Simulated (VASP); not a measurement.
Input of a VASP 6.6.1 run:

The input INCAR:

```
ALGO = Normal ; EDIFF = 1E-7
ENCUT = 520 ; GGA = RP
ISIF = 2 ; ISMEAR = -1
LASPH = T ; LCHARG = F
LREAL = F ; LWAVE = F
NBANDS = 18 ; NELM = 100
PREC = Accurate ; SIGMA = 0.05
```

KPOINTS

```
k-points
0
Gamma
  5 5 5
```

File POSCAR:

```
ZnCu
1.0
    2.9450000000      0.0000000000      0.0000000000
    0.0000000000      2.9450000000      0.0000000000
    0.0000000000      0.0000000000      2.9450000000
Zn Cu
1 1
Direct
    0.5000000000      0.5000000000      0.5000000000
    0.0000000000      0.0000000000      0.0000000000
```

Potentials or basis: VASP PAW PBE potentials, release 64 (Zn, Cu).

Command:

```sh
$ cat potpaw_PBE.64/Zn/POTCAR potpaw_PBE.64/Cu/POTCAR > POTCAR
$ mpirun -np 1 vasp_std > vasp.out
```

Estimate the pressure.

7.9 GPa.

Caveat: the k points lie up to 0.43 Å⁻¹ apart; the PAW data sets were made with another functional, which shifts forces and pressure a little.
